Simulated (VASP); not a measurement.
# BaS (Fm-3m) in VASP: further runs

BaS is run at these levels: PBE+D3(BJ); tasks: single point.

Everything below comes from runs of VASP 6.6.1. Logs are shortened: lines on timing, memory, paths and dates and some standing lists are left out, and cuts for length are marked.

## 1. The cell of the first run

Symmetry: Fm-3m, No. 225, cubic system. Conventional cell: a = 6.401 Å, b = 6.401 Å, c = 6.401 Å, α = 90.00°, β = 90.00°, γ = 90.00°. Ba (site symmetry m-3m) has 6 S at 3.20 Å within 4.2 Å. Within 4.2 Å of S (site symmetry m-3m) lie 6 Ba at 3.20 Å.

## 2. Single point, PBE+D3(BJ) (volume scaled by 1.02)

The input, INCAR:

```
SYSTEM = BaS
  PREC = Accurate
  ENCUT = 520
  EDIFF = 1E-6
  ISMEAR = 0
  SIGMA = 0.05
  LREAL = .False.
  LASPH = .True.
  NELM = 60
  ALGO = Normal
  ISIF = 2
  LWAVE = .False.
  LCHARG = .True.
  GGA = PE
  IVDW = 12
  LELF = .True.
  LVHAR = .True.
  NBANDS = 15
```

The input, KPOINTS:

```
regular mesh
0
Gamma
  6 6 6
  0 0 0
```

The input, POSCAR:

```
BaS
1.0
    0.0000000000      3.2007443521      3.2007443521
    3.2007443521      0.0000000000      3.2007443521
    3.2007443521      3.2007443521      0.0000000000
Ba S
1 1
Direct
    0.5000000000      0.5000000000      0.5000000000
    0.0000000000      0.0000000000      0.0000000000
```

Potentials or basis: VASP PAW PBE potentials, release 64 (Ba_sv, S).

Launch:

```console
$ cat potpaw_PBE.64/Ba_sv/POTCAR potpaw_PBE.64/S/POTCAR > POTCAR
$ mpirun -np 1 vasp_std > vasp.out
```

OUTCAR:

```text
SYSTEM = BaS
   PREC = Accurate
   ENCUT = 520
   EDIFF = 1E-6
   ISMEAR = 0
   LREAL = .False.
   LASPH = .True.
   NELM = 60
   ISIF = 2
   GGA = PE
   IVDW = 12
 IVDW          = 12

 ion  position               nearest neighbor table
   1  0.500  0.500  0.500-   2 3.20   2 3.20   2 3.20   2 3.20   2 3.20   2 3.20
   2  0.000  0.000  0.000-   1 3.20   1 3.20   1 3.20   1 3.20   1 3.20   1 3.20

  LATTYP: Found a face centered cubic cell.
 ALAT       =     6.4014887042

  Lattice vectors:

 A1 = (   0.0000000000,   3.2007443521,   3.2007443521)
 A2 = (   3.2007443521,   0.0000000000,   3.2007443521)
 A3 = (   3.2007443521,   3.2007443521,   0.0000000000)

Analysis of symmetry for initial positions (statically):
=====================================================================
 Subroutine PRICEL returns:
 Original cell was already a primitive cell.

 Routine SETGRP: Setting up the symmetry group for a
 face centered cubic supercell.

 Subroutine GETGRP returns: Found 48 space group operations
 (whereof 48 operations were pure point group operations)
 out of a pool of 48 trial point group operations.

The static configuration has the point symmetry O_h .

Analysis of symmetry for dynamics (positions and initial velocities):
=====================================================================
 Subroutine PRICEL returns:
 Original cell was already a primitive cell.

 Routine SETGRP: Setting up the symmetry group for a
 face centered cubic supercell.

 Subroutine GETGRP returns: Found 48 space group operations
 (whereof 48 operations were pure point group operations)
 out of a pool of 48 trial point group operations.

The dynamic configuration has the point symmetry O_h .

 Subroutine INISYM returns: Found 48 space group operations
 (whereof 48 operations are pure point group operations),
 and found     1 'primitive' translations

----------------------------------------------------------------------------------------

                                     Primitive cell

  volume of cell :      65.5817

  direct lattice vectors                    reciprocal lattice vectors
     0.000000000  3.200744352  3.200744352    -0.156213663  0.156213663  0.156213663
     3.200744352  0.000000000  3.200744352     0.156213663 -0.156213663  0.156213663
     3.200744352  3.200744352  0.000000000     0.156213663  0.156213663 -0.156213663

  length of vectors
     4.526536072  4.526536072  4.526536072     0.270570001  0.270570001  0.270570001

  position of ions in fractional coordinates (direct lattice)
     0.500000000  0.500000000  0.500000000
     0.000000000  0.000000000  0.000000000

  ion indices of the primitive-cell ions
   primitive index   ion index
[... 79 lines left out ...]
   EFERMI =   0.00;   METHOD = LEGACY
   ISMEAR =     0;   SIGMA  =   0.05  broadening in eV -4-tet -1-fermi 0-gaus
   EFERMI_NEDOS =   21; number of points for ismear=-14 and -15
   IALGO  =     38    algorithm
   IMIX   =      4    mixing-type and parameters
     AMIX     =   0.40;   BMIX     =  1.00
     AMIX_MAG =   1.60;   BMIX_MAG =  1.00
  volume/ion in A,a.u.               =      32.79       221.28
  Fermi-wavevector in a.u.,A,eV,Ry     =   1.022949  1.933093 14.237462  1.046424
  Thomas-Fermi vector in A             =   2.156656
   LORBIT       =      0    0 simple, 1 ext, 2 COOP (PROOUT), +10 PAW based schemes
   GGA     = PE    functional components
   LHFCALC =     F    Hartree Fock is set to
   AEXX    =    0.0000 exact exchange contribution
   IVDW    =    12    specifies the selected vdW correction
   LEPSILON=     F    determine dielectric tensor
   LRPA    =     F    only Hartree local field effects (RPA)
 non-spin polarized calculation
 Gauss-broadening in eV      SIGMA  =   0.05
  energy-cutoff  :      520.00
  volume of cell :       65.58
 maximum number of plane-waves:      1807
 NGX is ok and might be reduce to    36
   NGX = 17   NGY = 17   NGZ = 17

 number of electron      16.0000002 magnetization

 Free energy of the ion-electron system (eV)
  ---------------------------------------------------
  ext. energy  EPLUGINS =         0.00000000
  ---------------------------------------------------
  free energy    TOTEN  =       -10.18806814 eV

  energy without entropy =      -10.18806814  energy(sigma->0) =      -10.18806814

 E-fermi :   1.6314     XC(G=0):  -8.5985

 val. band max:        1.4201386729   @ k =   0.0000   0.0000   0.0000
 cond. band min:       3.5380481743   @ k =   0.5000   0.5000   0.0000
 fundamental gap:      2.1179095014
 Fermi energy:         1.6314235843

 k-point     1 :       0.0000    0.0000    0.0000
  band No.  band energies     occupation
      1     -24.6755      2.00000
      2      -9.7319      2.00000
      3      -9.7319      2.00000
      4      -9.7319      2.00000
      5      -8.9301      2.00000
      6       1.4201      2.00000
      7       1.4201      2.00000
      8       1.4201      2.00000
      9       4.9876      0.00000
     10       5.2876      0.00000
     11       5.2876      0.00000
     12       5.2876      0.00000
     13       6.2065      0.00000
     14       6.2065      0.00000
[... 257 lines left out ...]
      2     -10.1830      2.00000
      3     -10.1349      2.00000
      4      -9.9921      2.00000
      5      -8.4296      2.00000
      6       0.5284      2.00000
      7       0.8848      2.00000
      8       1.0329      2.00000
      9       4.6239      0.00000
     10       6.9374      0.00000
     11       7.5743      0.00000
     12       8.3557      0.00000
     13       8.8966      0.00000
     14       9.6984      0.00000
     15      11.1987      0.00000

------------------------ aborting loop because EDIFF is reached ----------------------------------------

 Edisp (eV)   -0.55120

 E8    (eV) :    -0.2713

  FORCE on cell =-STRESS in cart. coord.  units (eV):
  Direction    XX          YY          ZZ          XY          YZ          ZX
  --------------------------------------------------------------------------------------
  -------------------------------------------------------------------------------------
  Total      -0.11044    -0.11044    -0.11044     0.00000    -0.00000     0.00000
  in kB      -2.69803    -2.69803    -2.69803     0.00000    -0.00000     0.00000
  external pressure =       -2.70 kB  Pullay stress =        0.00 kB

 VOLUME and BASIS-vectors are now :
 -----------------------------------------------------------------------------
  energy-cutoff  :      520.00
  volume of cell :       65.58
      direct lattice vectors                 reciprocal lattice vectors
     0.000000000  3.200744352  3.200744352    -0.156213663  0.156213663  0.156213663
     3.200744352  0.000000000  3.200744352     0.156213663 -0.156213663  0.156213663
     3.200744352  3.200744352  0.000000000     0.156213663  0.156213663 -0.156213663

 POSITION                                       TOTAL-FORCE (eV/Angst)
 -----------------------------------------------------------------------------------
      3.20074      3.20074      3.20074         0.000000      0.000000      0.000000
      0.00000      0.00000      0.00000        -0.000000     -0.000000     -0.000000
 -----------------------------------------------------------------------------------
    total drift:                                0.000000      0.000000      0.000000

  FREE ENERGIE OF THE ION-ELECTRON SYSTEM (eV)
  ---------------------------------------------------
  free  energy   TOTEN  =       -10.7392695138 eV

  energy  without entropy=      -10.7392695138  energy(sigma->0) =      -10.73926951
```

OSZICAR:

```text
N       E                     dE             d eps       ncg     rms          rms(c)
DAV:   1     0.810794912496E+02    0.81079E+02   -0.66459E+03   480   0.896E+02
DAV:   2    -0.575563798955E+01   -0.86835E+02   -0.78501E+02   688   0.174E+02
DAV:   3    -0.105056645174E+02   -0.47500E+01   -0.47133E+01   659   0.420E+01
DAV:   4    -0.106707504720E+02   -0.16509E+00   -0.16505E+00   685   0.570E+00
DAV:   5    -0.106715522545E+02   -0.80178E-03   -0.80176E-03   651   0.466E-01    0.477E+00
DAV:   6    -0.101704615435E+02    0.50109E+00   -0.68727E-01   564   0.495E+00    0.327E+00
DAV:   7    -0.101726749425E+02   -0.22134E-02   -0.18579E-01   628   0.242E+00    0.212E+00
DAV:   8    -0.101864906402E+02   -0.13816E-01   -0.24258E-02   536   0.112E+00    0.197E-01
DAV:   9    -0.101871195130E+02   -0.62887E-03   -0.32274E-03   634   0.416E-01    0.152E-01
DAV:  10    -0.101879750049E+02   -0.85549E-03   -0.97989E-04   501   0.209E-01    0.393E-02
DAV:  11    -0.101880652172E+02   -0.90212E-04   -0.11766E-04   613   0.656E-02    0.126E-02
DAV:  12    -0.101880682157E+02   -0.29985E-05   -0.65119E-06   536   0.167E-02    0.295E-03
DAV:  13    -0.101880681385E+02    0.77211E-07   -0.27829E-07   485   0.354E-03
   1 F= -.10739270E+02 E0= -.10739270E+02  d E =-.688758E-11
```

Wall time 11 s (1 thread of Intel Xeon Platinum 8488C (Sapphire Rapids), shared host); peak memory 0.21 GiB.

What came out:

```
Free energy                : -10.7393 eV
Pressure                   : -0.3 GPa
Band gap on the k mesh     : 2.12 eV, indirect (least direct gap 2.26 eV)
Dispersion energy per atom : -0.276 eV
```

Caveat: spin-orbit coupling is left out, which moves the levels of the heavy elements.

## 3. Single point, PBE+D3(BJ) (volume scaled by 1.04)

The input, INCAR:

```
PREC = Accurate ; ENCUT = 520
EDIFF = 1E-6 ; ISMEAR = 0
SIGMA = 0.05 ; LREAL = F
LASPH = T ; NELM = 60
ALGO = Normal ; ISIF = 2
LWAVE = F ; LCHARG = F
GGA = PE ; IVDW = 12
NBANDS = 15
```

The input, KPOINTS:

```
regular mesh
0
Gamma
  6 6 6
```

The input, POSCAR:

```
BaS
1.0
    0.0000000000      3.2215289887      3.2215289887
    3.2215289887      0.0000000000      3.2215289887
    3.2215289887      3.2215289887      0.0000000000
Ba S
1 1
Direct
    0.5000000000      0.5000000000      0.5000000000
    0.0000000000      0.0000000000      0.0000000000
```

Potentials or basis: VASP PAW PBE potentials, release 64 (Ba_sv, S).

Launch:

```console
$ cat potpaw_PBE.64/Ba_sv/POTCAR potpaw_PBE.64/S/POTCAR > POTCAR
$ mpirun -np 1 vasp_std > vasp.out
```

OUTCAR:

```text
PREC = Accurate
   ENCUT = 520
   EDIFF = 1E-6
   ISMEAR = 0
   LREAL = F
   LASPH = T
   NELM = 60
   ISIF = 2
   GGA = PE
   IVDW = 12
 IVDW          = 12

 ion  position               nearest neighbor table
   1  0.500  0.500  0.500-   2 3.22   2 3.22   2 3.22   2 3.22   2 3.22   2 3.22
   2  0.000  0.000  0.000-   1 3.22   1 3.22   1 3.22   1 3.22   1 3.22   1 3.22

  LATTYP: Found a face centered cubic cell.
 ALAT       =     6.4430579774

  Lattice vectors:

[... 464 lines left out ...]

------------------------ aborting loop because EDIFF is reached ----------------------------------------

 Edisp (eV)   -0.54028

 E8    (eV) :    -0.2660

  FORCE on cell =-STRESS in cart. coord.  units (eV):
  Direction    XX          YY          ZZ          XY          YZ          ZX
  --------------------------------------------------------------------------------------
  -------------------------------------------------------------------------------------
  Total      -0.44802    -0.44802    -0.44802     0.00000     0.00000     0.00000
  in kB     -10.73481   -10.73481   -10.73481     0.00000     0.00000     0.00000
  external pressure =      -10.73 kB  Pullay stress =        0.00 kB

 VOLUME and BASIS-vectors are now :
 -----------------------------------------------------------------------------
  energy-cutoff  :      520.00
  volume of cell :       66.87
      direct lattice vectors                 reciprocal lattice vectors
     0.000000000  3.221528989  3.221528989    -0.155205805  0.155205805  0.155205805
     3.221528989  0.000000000  3.221528989     0.155205805 -0.155205805  0.155205805
     3.221528989  3.221528989  0.000000000     0.155205805  0.155205805 -0.155205805

 POSITION                                       TOTAL-FORCE (eV/Angst)
 -----------------------------------------------------------------------------------
      3.22153      3.22153      3.22153         0.000000     -0.000000      0.000000
      0.00000      0.00000      0.00000        -0.000000      0.000000     -0.000000
 -----------------------------------------------------------------------------------
    total drift:                                0.000000      0.000000      0.000000

  FREE ENERGIE OF THE ION-ELECTRON SYSTEM (eV)
  ---------------------------------------------------
  free  energy   TOTEN  =       -10.7339702672 eV

  energy  without entropy=      -10.7339702672  energy(sigma->0) =      -10.73397027
```

OSZICAR:

```text
N       E                     dE             d eps       ncg     rms          rms(c)
DAV:   1     0.823741804524E+02    0.82374E+02   -0.66248E+03   480   0.892E+02
DAV:   2    -0.587542040757E+01   -0.88250E+02   -0.80708E+02   676   0.174E+02
DAV:   3    -0.105491881097E+02   -0.46738E+01   -0.46302E+01   666   0.408E+01
DAV:   4    -0.106831539576E+02   -0.13397E+00   -0.13395E+00   627   0.545E+00
DAV:   5    -0.106842422815E+02   -0.10883E-02   -0.10883E-02   686   0.542E-01    0.465E+00
DAV:   6    -0.101749433064E+02    0.50930E+00   -0.69965E-01   564   0.498E+00    0.317E+00
DAV:   7    -0.101778602207E+02   -0.29169E-02   -0.18809E-01   621   0.242E+00    0.210E+00
DAV:   8    -0.101918606065E+02   -0.14000E-01   -0.24369E-02   508   0.112E+00    0.196E-01
DAV:   9    -0.101927062044E+02   -0.84560E-03   -0.33493E-03   634   0.426E-01    0.167E-01
DAV:  10    -0.101935853346E+02   -0.87913E-03   -0.99898E-04   508   0.208E-01    0.431E-02
DAV:  11    -0.101936912411E+02   -0.10591E-03   -0.13617E-04   592   0.701E-02    0.143E-02
DAV:  12    -0.101936947052E+02   -0.34641E-05   -0.76071E-06   543   0.181E-02    0.275E-03
DAV:  13    -0.101936945511E+02    0.15401E-06   -0.42620E-07   485   0.444E-03
   1 F= -.10733970E+02 E0= -.10733970E+02  d E =-.878650E-14
```

Run time: 9.5 s. Hardware: 1 thread of Intel Xeon Platinum 8488C (Sapphire Rapids), shared host; peak memory 0.21 GiB.

What came out:

```yaml
Free_energy: -10.7340 eV
Pressure: -1.1 GPa
Band_gap_on_the_k_mesh: 2.15 eV, indirect (least direct gap 2.30 eV)
Dispersion_energy_per_atom: -0.270 eV
```

Levels at points of the mesh, in eV from the valence-band top:
| k point | band 6 | band 7 | band 8 | band 9 | band 10 | band 11 |
| --- | --- | --- | --- | --- | --- | --- |
| (0.00, 0.00, 0.00) | 0.00 | 0.00 | 0.00 | 3.47 | 3.86 | 3.86 |
| (0.50, 0.00, 0.00) | -1.88 | -1.04 | -1.04 | 5.45 | 5.61 | 6.21 |
| (0.50, 0.50, 0.00) | -0.55 | -0.15 | -0.15 | 2.15 | 5.87 | 5.87 |

Caveat: spin-orbit coupling is left out, which moves the levels of the heavy elements. A k mesh can miss the band edges.
